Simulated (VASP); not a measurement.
The system is Ti4Ga.

```xyz
5
Lattice="-2.7918 2.7918 2.7918 2.7918 -2.7918 2.7918 2.7918 2.7918 -2.7918" Properties=species:S:1:pos:R:3 pbc="T T T"
Ti    1.2255    1.2255    1.2255
Ti    1.5663    1.5663   -1.5663
Ti    1.5663   -1.5663    1.5663
Ti   -1.5663    1.5663    1.5663
Ga    0.0000    0.0000    0.0000
```

```yaml
Program: VASP 6.6.1
Task: relaxation of cell and atoms
Functional: PBE
Potentials_or_basis: VASP PAW PBE potentials, release 64 (Ti_sv, Ga_d)
Cutoff: 600 eV
k_mesh: 4 × 4 × 4
Occupations: gaussian, width 0.1 eV
Spin: no spin polarisation
```

At the start: pressure 25.1 GPa; volume 17.41 Å³/atom.

Task: Where does the relaxation end?

Result: Over 9 steps the energy falls by 648.2 meV/atom and the volume is 20.01 Å³/atom (+15.0 %); space group Im-3m (No. 229, to 0.05 Å).

Step by step:
```csv
step,energy change (eV),largest force (eV/Å),pressure (GPa),volume (Å³)
1,0.0000,5.4558,25.07,87.04
2,-2.0511,0.1367,-12.18,126.06
3,-2.8337,0.9828,-4.99,108.78
4,-2.8356,1.0363,-4.58,108.16
5,-2.8354,1.0772,-4.26,107.71
6,-3.1321,0.6618,-0.46,101.28
7,-3.1805,0.3913,2.82,97.30
8,-3.2403,0.0299,0.38,99.75
9,-3.2411,0.0086,0.18,100.05
```

Final structure:
```xyz
5
Lattice="-2.9245 2.9245 2.9245 2.9245 -2.9245 2.9245 2.9245 2.9245 -2.9245" Properties=species:S:1:pos:R:3 pbc="T T T"
Ti    1.4630    1.4630    1.4630
Ti    1.4616    1.4616   -1.4616
Ti    1.4616   -1.4616    1.4616
Ti   -1.4616    1.4616    1.4616
Ga    0.0000    0.0000    0.0000
```

Caveat: the k points lie up to 0.38 Å⁻¹ apart in the final cell.
